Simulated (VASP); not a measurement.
Set up this calculation in VASP 6.6.1, as the native input.

- Task: single point
- Functional: LDA
- Potentials or basis: VASP PAW LDA potentials, release 64 (Ti_sv)
- Cutoff: 520 eV
- k mesh: 21 × 21 × 12
- Occupations: gaussian, width 0.15 eV
- Spin: no spin polarisation
- Dipole correction: no
- Further INCAR settings: ALGO = Fast; EDIFF = 1e-06; NBANDS = 19

The structure of Ti lies in POSCAR:

```
Ti
1.0
    3.1142159576      0.0000000000      0.0000000000
   -1.5571079788      2.6969901322      0.0000000000
    0.0000000000      0.0000000000      4.2048279924
Ti
2
Direct
    0.3333333333      0.6666666667      0.2500000000
    0.6666666667      0.3333333333      0.7500000000
```

This cell differs from its parent crystal: ratio of the length along z to the lengths across it x 0.85, volume and fractional coordinates fixed.

These files were run (other wordings do the same):

INCAR

```
ALGO     = Fast           # electronic algorithm
EDIFF    = 1E-6           # SCF threshold, eV
ENCUT    = 520            # plane-wave cutoff, eV
GGA      = CA             # functional
ISIF     = 2              # what is computed and relaxed
ISMEAR   = 0              # smearing method
LASPH    = True           # aspherical terms in the spheres
LCHARG   = True           # write CHGCAR
LELF     = True           # ELF
LREAL    = False          # projectors in reciprocal space
LVHAR    = True         
LWAVE    = False          # write WAVECAR
NBANDS   = 19             # bands
NELM     = 80             # most SCF steps
PREC     = Accurate       # precision mode
SIGMA    = 0.15           # smearing width, eV
```

KPOINTS

```
k-points
0
Gamma
  21 21 12
```

Potentials or basis: VASP PAW LDA potentials, release 64 (Ti_sv).

Launch:

```bash
$ cat potpaw_LDA.64/Ti_sv/POTCAR > POTCAR
$ mpirun -np 1 vasp_std > vasp.out
```

It gave:

| Property | Result |
| --- | --- |
| Pressure | -9.1 GPa |
| Band gap on the k mesh | zero (bands 12 and 13 overlap by 0.92 eV) |

Caveat: the cell stands under tension.

It took 4.8 min on 1 thread of AMD EPYC 9R45 96-Core Processor (Zen 5) (shared host), peak memory 0.25 GiB.
